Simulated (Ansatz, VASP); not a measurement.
**One calculation of Ir, two programs**

```
Ir
1.0
     0.00000    1.92285    1.92285
     1.92285    0.00000    1.92285
     1.92285    1.92285    0.00000
Ir
1
Direct
  0.00000 0.00000 0.00000
```

Alike in both runs: task single point; functional r2SCAN; k mesh 14 × 14 × 14; occupations methfessel-paxton of order 1, width 0.3 eV; no spin polarisation.

|  | VASP | Ansatz |
| --- | --- | --- |
| version | VASP 6.6.1 | Ansatz 0.2.0 |
| potentials or method | VASP PAW PBE potentials, release 64 (Ir_sv_GW), cutoff 620 eV | plane waves (500 eV) with PAW, scalar-relativistic |
| valence electrons in the cell | 17 | 17 |

```csv
,VASP,Ansatz,Ansatz less VASP
pressure (GPa),-1.2,-0.3,+0.93
```

VASP's potentials were made for PBE, not for r2SCAN. The functional is the same, so the differences come from potentials, cutoffs and numerics.

Spin-orbit coupling is off throughout.
